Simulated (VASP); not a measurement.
# Mg6ZrNb (Amm2) in VASP: notebook, part 2 of 2

VASP 6.6.1. The steps go on from the part before.

**4. Single point, PBE**

Input file INCAR:

```
ALGO     = Normal         # electronic algorithm
EDIFF    = 1E-6           # SCF threshold, eV
ENCUT    = 520            # plane-wave cutoff, eV
GGA      = PE             # functional
ISIF     = 2              # what is computed and relaxed
ISMEAR   = -1             # smearing method
LASPH    = T              # aspherical terms in the spheres
LCHARG   = F              # write CHGCAR
LREAL    = F              # projectors in reciprocal space
LWAVE    = F              # write WAVECAR
NBANDS   = 28             # bands
NELM     = 80             # most SCF steps
PREC     = Accurate       # precision mode
SIGMA    = 0.27211386245988 # smearing width, eV
```

Input file KPOINTS:

```
k-points
0
Gamma
  4 4 4
```

Input file POSCAR:

```
Mg6ZrNb
1.0
    4.9831430000      0.0000000000      0.0000000000
    0.0000000000      3.0872980000      5.6443160000
    0.0000000000     -3.0872980000      5.6443160000
Mg Zr Nb
6 1 1
Direct
    0.0000000000      0.3293170000      0.8157870000
    0.0000000000      0.8157870000      0.3293170000
    0.0000000000      0.3278270000      0.3278270000
    0.5000000000      0.1727760000      0.6818280000
    0.5000000000      0.6818280000      0.1727760000
    0.5000000000      0.1732160000      0.1732160000
    0.0000000000      0.8016010000      0.8016010000
    0.5000000000      0.6976490000      0.6976490000
```

Potentials or basis: VASP PAW PBE potentials, release 64 (Mg, Zr_sv, Nb_sv).

On the command line:

```sh
$ cat potpaw_PBE.64/Mg/POTCAR potpaw_PBE.64/Zr_sv/POTCAR potpaw_PBE.64/Nb_sv/POTCAR > POTCAR
$ mpirun -np 1 vasp_std > vasp.out
```

OUTCAR:

```text
EDIFF = 1E-6
   ENCUT = 520
   GGA = PE
   ISIF = 2
   ISMEAR = -1
   LASPH = T
   LREAL = F
   NELM = 80
   PREC = Accurate

 ion  position               nearest neighbor table
   1  0.000  0.329  0.816-   4 2.98   4 2.98   7 2.99   2 3.00   3 3.14   6 3.16   6 3.16   2 3.17
                             8 3.23   8 3.23   3 3.29   7 3.45
   2  0.000  0.816  0.329-   5 2.98   5 2.98   7 2.99   1 3.00   3 3.14   6 3.16   6 3.16   1 3.17
                             8 3.23   8 3.23   3 3.29   7 3.45
   3  0.000  0.328  0.328-   6 3.04   6 3.04   7 3.10   7 3.10   1 3.14   2 3.14   4 3.15   4 3.15
                             5 3.15   5 3.15   1 3.29   2 3.29
   4  0.500  0.173  0.682-   1 2.98   1 2.98   8 3.00   5 3.03   5 3.14   3 3.15   3 3.15   6 3.16
                             7 3.24   7 3.24   6 3.27
   5  0.500  0.682  0.173-   2 2.98   2 2.98   8 3.00   4 3.03   4 3.14   3 3.15   3 3.15   6 3.16
                             7 3.24   7 3.24   6 3.27
   6  0.500  0.173  0.173-   3 3.04   3 3.04   8 3.10   8 3.10   5 3.16   4 3.16   1 3.16   1 3.16
                             2 3.16   2 3.16   4 3.27   5 3.27
[... 207 lines left out ...]
      1     -50.3156      2.00000
      2     -44.2284      2.00000
      3     -26.4428      2.00000
      4     -26.4151      2.00000
      5     -26.4020      2.00000
      6     -22.3321      2.00000
[... 640 lines left out ...]
     27       8.1314      0.00000
     28       8.1721      0.00000

------------------------ aborting loop because EDIFF is reached ----------------------------------------

  FORCE on cell =-STRESS in cart. coord.  units (eV):
  Direction    XX          YY          ZZ          XY          YZ          ZX
  --------------------------------------------------------------------------------------
  -------------------------------------------------------------------------------------
  Total        0.3766437      0.2804065      0.4549069      0.0000000      0.0000000      0.0000000
  in kB        3.4747059      2.5868753      4.1967189      0.0000000      0.0000000      0.0000000
  external PRESSURE =       3.4194334 kB  Pullay stress =       0.0000000 kB

 VOLUME and BASIS-vectors are now :
 -----------------------------------------------------------------------------
  energy-cutoff  :      520.00
  volume of cell :      173.67
      direct lattice vectors                 reciprocal lattice vectors
     4.983143000  0.000000000  0.000000000     0.200676561  0.000000000  0.000000000
     0.000000000  3.087298000  5.644316000     0.000000000  0.161953916  0.088584693
     0.000000000 -3.087298000  5.644316000     0.000000000 -0.161953916  0.088584693

 POSITION                                       TOTAL-FORCE (eV/Angst)
 -----------------------------------------------------------------------------------
      0.00000     -1.50188      6.46333         0.000000     -0.036186     -0.046753
      0.00000      1.50188      6.46333         0.000000      0.036186     -0.046753
      0.00000      0.00000      3.70072         0.000000      0.000000     -0.012109
      2.49157     -1.57160      4.82366         0.000000      0.031029      0.020764
      2.49157      1.57160      4.82366         0.000000     -0.031029      0.020764
      2.49157      0.00000      1.95537         0.000000      0.000000      0.046791
      0.00000      0.00000      9.04898         0.000000      0.000000      0.392060
      2.49157      0.00000      7.87550         0.000000      0.000000     -0.374763
 -----------------------------------------------------------------------------------
    total drift:                                0.000000      0.000000      0.000257

  FREE ENERGIE OF THE ION-ELECTRON SYSTEM (eV)
  ---------------------------------------------------
  free  energy   TOTEN  =       -27.3723650338 eV

  energy  without entropy=      -26.1012304655  energy(sigma->0) =      -26.73679775
```

stdout:

```text
POSCAR found type information on POSCAR MgZrNb
 POSCAR found :  3 types and       8 ions
 scaLAPACK will be used
 LDA part: xc-table for (Slater+PW92), standard interpolation
 POSCAR, INCAR and KPOINTS ok, starting setup
 FFT: planning ... GRIDC
 FFT: planning ... GRID_SOFT
 FFT: planning ... GRID
 WAVECAR not read
 entering main loop
```

It took 3.8 min on 1 thread of Intel Xeon 8259CL, shared host; peak memory 0.35 GiB.

Results:

| Property | Result |
| --- | --- |
| Free energy | -27.3724 eV |
| Pressure | 0.3 GPa |
| Largest force | 0.392 eV/Å |
| Band gap on the k mesh | zero (an odd number of electrons rules out a gap without spin polarisation) |

Forces on the atoms (eV/Å):
```
Mg   0.000 -0.036 -0.047
Mg   0.000  0.036 -0.047
Mg   0.000  0.000 -0.012
Mg   0.000  0.031  0.021
Mg   0.000 -0.031  0.021
Mg   0.000  0.000  0.047
Zr   0.000  0.000  0.392
Nb   0.000  0.000 -0.375
```

Levels at points of the mesh, in eV from the Fermi level:
```csv
k point,band 17,band 18,band 19,band 20,band 21,band 22
"(0.00, 0.00, 0.00)",-0.89,-0.65,0.13,0.58,0.71,0.93
"(0.50, 0.00, 0.00)",-0.88,-0.80,-0.55,-0.55,0.36,0.44
"(0.00, 0.50, 0.00)",-0.02,0.18,0.25,0.80,0.89,1.01
"(0.50, 0.50, 0.00)",-0.76,-0.69,-0.15,0.14,0.93,0.95
"(0.00, 0.50, 0.50)",-0.19,-0.02,0.23,0.27,0.92,0.93
"(0.50, 0.50, 0.50)",-0.84,-0.78,-0.65,-0.47,1.24,1.82
```

**5. Single point, PBE+U**

Input file INCAR:

```
PREC     = Accurate       # precision mode
ENCUT    = 520            # plane-wave cutoff, eV
EDIFF    = 1E-7           # SCF threshold, eV
ISMEAR   = 0              # smearing method
SIGMA    = 0.1            # smearing width, eV
LREAL    = False          # projectors in reciprocal space
LASPH    = True           # aspherical terms in the spheres
NELM     = 150            # most SCF steps
ALGO     = Normal         # electronic algorithm
ISIF     = 2              # what is computed and relaxed
LWAVE    = False          # write WAVECAR
LCHARG   = False          # write CHGCAR
LMAXMIX  = 4              # l up to which the mixer works
LDAU     = True           # DFT+U
LDAUTYPE = 2            
LDAUL    = -1 2 -1        # shell
LDAUU    = 0 0.76 0       # U, eV
LDAUJ    = 0 0 0        
LDAUPRINT= 1            
GGA      = PE             # functional
NBANDS   = 28             # bands
```

Input file KPOINTS:

```
regular mesh
0
Gamma
  4 4 4
```

Input file POSCAR:

```
Mg6ZrNb
1.0
    4.9831430000      0.0000000000      0.0000000000
    0.0000000000      3.0872980000      5.6443160000
    0.0000000000     -3.0872980000      5.6443160000
Mg Zr Nb
6 1 1
Direct
    0.2590000000      0.4683170000      1.3607870000
    0.2590000000      0.9547870000      0.8743170000
    0.2590000000      0.4668270000      0.8728270000
    0.7590000000      0.3117760000      1.2268280000
    0.7590000000      0.8208280000      0.7177760000
    0.7590000000      0.3122160000      0.7182160000
    0.2590000000      0.9406010000      1.3466010000
    0.7590000000      0.8366490000      1.2426490000
```

Potentials or basis: VASP PAW PBE potentials, release 64 (Mg, Zr_sv, Nb_sv).

On the command line:

```sh
$ cat potpaw_PBE.64/Mg/POTCAR potpaw_PBE.64/Zr_sv/POTCAR potpaw_PBE.64/Nb_sv/POTCAR > POTCAR
$ mpirun -np 1 vasp_std > vasp.out
```

OUTCAR:

```text
PREC = Accurate
   ENCUT = 520
   EDIFF = 1E-7
   ISMEAR = 0
   LREAL = False
   LASPH = True
   NELM = 150
   ISIF = 2
   GGA = PE

 ion  position               nearest neighbor table
   1  0.259  0.468  0.361-   4 2.98   4 2.98   7 2.99   2 3.00   3 3.14   6 3.16   6 3.16   2 3.17
                             8 3.23   8 3.23   3 3.29   7 3.45
   2  0.259  0.955  0.874-   5 2.98   5 2.98   7 2.99   1 3.00   3 3.14   6 3.16   6 3.16   1 3.17
                             8 3.23   8 3.23   3 3.29   7 3.45
   3  0.259  0.467  0.873-   6 3.04   6 3.04   7 3.10   7 3.10   1 3.14   2 3.14   4 3.15   4 3.15
                             5 3.15   5 3.15   1 3.29   2 3.29
   4  0.759  0.312  0.227-   1 2.98   1 2.98   8 3.00   5 3.03   5 3.14   3 3.15   3 3.15   6 3.16
                             7 3.24   7 3.24   6 3.27
   5  0.759  0.821  0.718-   2 2.98   2 2.98   8 3.00   4 3.03   4 3.14   3 3.15   3 3.15   6 3.16
                             7 3.24   7 3.24   6 3.27
   6  0.759  0.312  0.718-   3 3.04   3 3.04   8 3.10   8 3.10   5 3.16   4 3.16   1 3.16   1 3.16
                             2 3.16   2 3.16   4 3.27   5 3.27
   7  0.259  0.941  0.347-   8 2.75   8 2.75   1 2.99   2 2.99   3 3.10   3 3.10   4 3.24   4 3.24
                             5 3.24   5 3.24   2 3.45   1 3.45
   8  0.759  0.837  0.243-   7 2.75   7 2.75   4 3.00   5 3.00   6 3.10   6 3.10   1 3.23   1 3.23
                             2 3.23   2 3.23

  LATTYP: Found a base centered orthorhombic cell.
 ALAT       =     6.1745960000
 B/A-ratio  =     1.8282381552
 C/A-ratio  =     0.8070395213

  Lattice vectors:

 A1 = (   0.0000000000,   3.0872980000,  -5.6443160000)
 A2 = (   0.0000000000,   3.0872980000,   5.6443160000)
 A3 = (   4.9831430000,   0.0000000000,   0.0000000000)

Analysis of symmetry for initial positions (statically):
=====================================================================
 Subroutine PRICEL returns:
 Original cell was already a primitive cell.

 Routine SETGRP: Setting up the symmetry group for a
 base centered orthorhombic supercell.

 Subroutine GETGRP returns: Found  4 space group operations
 (whereof  1 operations were pure point group operations)
 out of a pool of  8 trial point group operations.

The static configuration has the point symmetry C_1 .
 The point group associated with its full space group is C_2v.

Analysis of symmetry for dynamics (positions and initial velocities):
=====================================================================
 Subroutine PRICEL returns:
 Original cell was already a primitive cell.

 Routine SETGRP: Setting up the symmetry group for a
 base centered orthorhombic supercell.

 Subroutine GETGRP returns: Found  4 space group operations
 (whereof  1 operations were pure point group operations)
 out of a pool of  8 trial point group operations.

The dynamic configuration has the point symmetry C_1 .
 The point group associated with its full space group is C_2v.

 Subroutine INISYM returns: Found  4 space group operations
 (whereof  1 operations are pure point group operations),
 and found     1 'primitive' translations

[... 128 lines left out ...]
   angular momentum for each species LDAUL =    -1    2   -1
   U (eV)           for each species LDAUU =   0.0  0.8  0.0
   J (eV)           for each species LDAUJ =   0.0  0.0  0.0
   GGA     = PE    functional components
   LHFCALC =     F    Hartree Fock is set to
   AEXX    =    0.0000 exact exchange contribution
   IVDW    =     0    specifies the selected vdW correction
   LEPSILON=     F    determine dielectric tensor
   LRPA    =     F    only Hartree local field effects (RPA)
 non-spin polarized calculation
 Gauss-broadening in eV      SIGMA  =   0.10
  energy-cutoff  :      520.00
  volume of cell :      173.67
 maximum number of plane-waves:      4702
 NGX is ok and might be reduce to    40
   NGX = 19   NGY = 23   NGZ = 23

atom =   7  type =  2  l = 2

 onsite density matrix

spin component  1

  0.1642  0.0000  0.0000  0.0000  0.0000
  0.0000  0.1704  0.0000  0.0000  0.0000
  0.0000  0.0000  0.1583  0.0000 -0.0464
  0.0000  0.0000  0.0000  0.1642  0.0000
  0.0000  0.0000 -0.0464  0.0000  0.2012

spin component  2

  0.1642  0.0000  0.0000  0.0000  0.0000
  0.0000  0.1704  0.0000  0.0000  0.0000
  0.0000  0.0000  0.1583  0.0000 -0.0464
  0.0000  0.0000  0.0000  0.1642  0.0000
  0.0000  0.0000 -0.0464  0.0000  0.2012

 occupancies and eigenvectors

  o =  0.1286  v =  0.0000  0.0000 -0.8425  0.0000 -0.5387  0.0000  0.0000  0.0000  0.0000  0.0000      0.0000  0.0000  0.0000  0.0000  0.0000  0.0000  0.0000  0.0000  0.0000  0.0000
  o =  0.1286  v =  0.0000  0.0000  0.0000  0.0000  0.0000  0.0000  0.0000 -0.8425  0.0000 -0.5387      0.0000  0.0000  0.0000  0.0000  0.0000  0.0000  0.0000  0.0000  0.0000  0.0000
  o =  0.1642  v =  0.0000  0.0000  0.0000  1.0000  0.0000  0.0000  0.0000  0.0000  0.0000  0.0000      0.0000  0.0000  0.0000  0.0000  0.0000  0.0000  0.0000  0.0000  0.0000  0.0000
  o =  0.1642  v =  0.0000  0.0000  0.0000  0.0000  0.0000  0.0000  0.0000  0.0000  1.0000  0.0000      0.0000  0.0000  0.0000  0.0000  0.0000  0.0000  0.0000  0.0000  0.0000  0.0000
  o =  0.1642  v =  0.0000  0.0000  0.0000  0.0000  0.0000  1.0000  0.0000  0.0000  0.0000  0.0000      0.0000  0.0000  0.0000  0.0000  0.0000  0.0000  0.0000  0.0000  0.0000  0.0000
  o =  0.1642  v =  1.0000  0.0000  0.0000  0.0000  0.0000  0.0000  0.0000  0.0000  0.0000  0.0000      0.0000  0.0000  0.0000  0.0000  0.0000  0.0000  0.0000  0.0000  0.0000  0.0000
  o =  0.1704  v =  0.0000  0.0000  0.0000  0.0000  0.0000  0.0000  1.0000  0.0000  0.0000  0.0000      0.0000  0.0000  0.0000  0.0000  0.0000  0.0000  0.0000  0.0000  0.0000  0.0000
  o =  0.1704  v =  0.0000  1.0000  0.0000  0.0000  0.0000  0.0000  0.0000  0.0000  0.0000  0.0000      0.0000  0.0000  0.0000  0.0000  0.0000  0.0000  0.0000  0.0000  0.0000  0.0000
  o =  0.2309  v =  0.0000  0.0000  0.0000  0.0000  0.0000  0.0000  0.0000 -0.5387  0.0000  0.8425      0.0000  0.0000  0.0000  0.0000  0.0000  0.0000  0.0000  0.0000  0.0000  0.0000
  o =  0.2309  v =  0.0000  0.0000 -0.5387  0.0000  0.8425  0.0000  0.0000  0.0000  0.0000  0.0000      0.0000  0.0000  0.0000  0.0000  0.0000  0.0000  0.0000  0.0000  0.0000  0.0000

 number of electron      37.0000000 magnetization

 Free energy of the ion-electron system (eV)
  ---------------------------------------------------
  ext. energy  EPLUGINS =         0.00000000
  ---------------------------------------------------
  free energy    TOTEN  =       -26.22411853 eV

  energy without entropy =      -26.20116223  energy(sigma->0) =      -26.21264038

 E-fermi :   4.2711     XC(G=0):  -9.3642

 val. band max:        4.2322887737   @ k =   0.2500   0.2500   0.2500
 cond. band min:       4.2941939293   @ k =   0.5000   0.2500   0.0000
 fundamental gap:      0.0619051555
 Fermi energy:         4.2711222481

 k-point     1 :       0.0000    0.0000    0.0000
  band No.  band energies     occupation
      1     -50.2988      2.00000
      2     -44.4755      2.00000
      3     -26.4337      2.00000
      4     -26.4046      2.00000
      5     -26.3711      2.00000
      6     -22.5626      2.00000
[... 640 lines left out ...]
     27       8.1433      0.00000
     28       8.1527      0.00000

------------------------ aborting loop because EDIFF is reached ----------------------------------------

  FORCE on cell =-STRESS in cart. coord.  units (eV):
  Direction    XX          YY          ZZ          XY          YZ          ZX
  --------------------------------------------------------------------------------------
  -------------------------------------------------------------------------------------
  Total       -0.8517205      0.4571500      0.0852855      0.0000000      0.0000000      0.0000000
  in kB       -7.8575012      4.2174130      0.7867967      0.0000000      0.0000000      0.0000000
  external PRESSURE =      -0.9510972 kB  Pullay stress =       0.0000000 kB

 VOLUME and BASIS-vectors are now :
 -----------------------------------------------------------------------------
  energy-cutoff  :      520.00
  volume of cell :      173.67
      direct lattice vectors                 reciprocal lattice vectors
     4.983143000  0.000000000  0.000000000     0.200676561  0.000000000  0.000000000
     0.000000000  3.087298000  5.644316000     0.000000000  0.161953916  0.088584693
     0.000000000 -3.087298000  5.644316000     0.000000000 -0.161953916  0.088584693

 POSITION                                       TOTAL-FORCE (eV/Angst)
 -----------------------------------------------------------------------------------
      1.29063      0.33198      4.67972         0.000000     -0.003704     -0.100985
      1.29063      0.24843     10.32404         0.000000      0.003704     -0.100985
      1.29063     -1.25344      7.56143         0.000000      0.000000      0.080031
      3.78221      0.26226      3.04005         0.000000      0.017398      0.073659
      3.78221      0.31815      8.68437         0.000000     -0.017398      0.073659
      3.78221     -1.25344      5.81608         0.000000      0.000000     -0.026525
      1.29063      1.83386      7.26537         0.000000      0.000000      0.071850
      3.78221      1.83386      6.09190         0.000000      0.000000     -0.070705
 -----------------------------------------------------------------------------------
    total drift:                               -0.000013     -0.000000      0.000032

  FREE ENERGIE OF THE ION-ELECTRON SYSTEM (eV)
  ---------------------------------------------------
  free  energy   TOTEN  =       -26.2241185347 eV

  energy  without entropy=      -26.2011622348  energy(sigma->0) =      -26.21264038
```

Run time: 3.8 min. Hardware: 1 thread of Intel Xeon 8259CL, shared host; peak memory 0.35 GiB.

What came out:

- Free energy: -26.2241 eV
- Pressure: -0.1 GPa
- Largest force: 0.101 eV/Å
- Band gap on the k mesh: zero (an odd number of electrons rules out a gap without spin polarisation)

Forces in eV/Å, atoms in the order of the input:
```
Mg   0.000 -0.004 -0.101
Mg   0.000  0.004 -0.101
Mg   0.000  0.000  0.080
Mg   0.000  0.017  0.074
Mg   0.000 -0.017  0.074
Mg   0.000  0.000 -0.027
Zr   0.000  0.000  0.072
Nb   0.000  0.000 -0.071
```

Eigenvalues of the final occupation matrices:
| site | spin | trace | eigenvalues |
| --- | --- | --- | --- |
| site 7 d | 1 | 0.86 | 0.13 0.16 0.16 0.17 0.23 |
| site 7 d | 2 | 0.86 | 0.13 0.16 0.16 0.17 0.23 |

Caveat: U without spin polarisation on a metal has little footing; the U is typed as a test and isn't derived for this compound.

**6. Overview**

```csv
level,potentials or basis,U,smearing,gap on the mesh (eV),pressure (GPa),largest force (eV/Å)
LDA,"VASP PAW LDA potentials, release 64 (Mg, Zr_sv, Nb_sv)",-,gaussian 0.1 eV,none,-4.2,0.24
LDA,"VASP PAW LDA potentials, release 64 (Mg, Zr_sv, Nb_sv)",-,methfessel-paxton 0.0680285 eV,none,-4.2,0.26
PBE,"VASP PAW PBE potentials, release 64 (Mg, Zr_sv, Nb_sv)",-,fermi-dirac 0.272114 eV,none,0.3,0.39
PBE+U,"VASP PAW PBE potentials, release 64 (Mg, Zr_sv, Nb_sv)",Zr d U = 0.76 eV,gaussian 0.1 eV,none,-0.1,0.10
```

Alike in all rows: task single point; no spin polarisation; cell as given; k mesh 4 × 4 × 4; cutoff (eV) 520.

Caveats: the cell stands under tension (at least some runs); U without spin polarisation on a metal has little footing (at least some runs); the U is typed as a test and isn't derived for this compound (at least some runs).

Total energies depend on the potentials used, so only differences within one code and one set of settings carry meaning.
